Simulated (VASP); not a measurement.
A run of VASP 6.6.1 is set up as follows.

INCAR

```
SYSTEM = N
  PREC = Accurate
  ENCUT = 520
  EDIFF = 1E-7
  ISMEAR = -1
  SIGMA = 0.02
  LREAL = .False.
  LASPH = .True.
  NELM = 80
  ALGO = Normal
  ISIF = 2
  LWAVE = .False.
  LCHARG = .False.
  GGA = PE
  IBRION = 2
  NSW = 60
  EDIFFG = -0.01
```

The input KPOINTS:

```
Automatic mesh
0
Gamma
  1 1 1
  0 0 0
```

The input POSCAR:

```
N
1.0
    9.0000000000      0.0000000000      0.0000000000
    0.0000000000      9.5000000000      0.0000000000
    0.0000000000      0.0000000000     10.0000000000
N
2
Direct
    0.5000000000      0.5000000000      0.4445000000
    0.5000000000      0.5000000000      0.5555000000
```

Potentials or basis: VASP PAW PBE potentials, release 64 (N).

Run with:

```bash
$ cat potpaw_PBE.64/N/POTCAR > POTCAR
$ mpirun -np 1 vasp_gam > vasp.out
```

(1) Predict the gap between the frontier levels.

(2) What does it give for the energy gained by relaxing?

## Answers

(1) 8.07 eV.

(2) 0.4 meV/atom.

Caveat: the standard files for N, O and F lose accuracy on very short bonds.
